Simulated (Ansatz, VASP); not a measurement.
## Pt: VASP beside Ansatz

```xyz
4
Lattice="-2.7252 0.0000 0.0000 0.0000 0.0000 -4.7068 0.0000 -4.7201 0.0000" Properties=species:S:1:pos:R:3 pbc="T T T"
Pt   -2.5252   -1.5734   -1.1767
Pt   -1.1626   -3.9334   -1.1767
Pt   -1.5626   -0.7867   -3.5301
Pt   -0.2000   -3.1468   -3.5301
```

Change from the starting cell: mode 1 (-16.0 1/cm) frozen in, largest displacement -0.200 Å.

Alike in both runs: task single point; functional PBEsol; k mesh 22 × 14 × 14; occupations gaussian, width 0.15 eV; no spin polarisation.

```csv
,VASP,Ansatz
version,VASP 6.6.1,Ansatz 0.2.0
potentials or method,"VASP PAW PBE potentials, release 64 (Pt), cutoff 520 eV","scalar-relativistic, plane waves, PAW"
valence electrons in the cell,40,72
```

|  | VASP | Ansatz | Ansatz less VASP |
| --- | --- | --- | --- |
| gap on the k mesh at the Fermi level (eV) | none | none | - |
| pressure (GPa) | 1.3 | 1.7 | +0.44 |
| traceless stress, the component that is largest in VASP (GPa) | 2.84 | 2.93 | +0.085 |
| rms of the force components (eV/Å) | 0.230 | 0.232 | +0.0026 |

VASP's potentials were made for PBE, not for PBEsol. Atom by atom the forces differ by 0.003 eV/Å (rms over components). A gap of «none» marks a metal or a gap that the smearing closes. VASP's potentials hold 40 valence electrons a cell and Ansatz's 72, so a difference there can come from the potentials and not from the codes.

Neither program's run includes spin-orbit coupling.
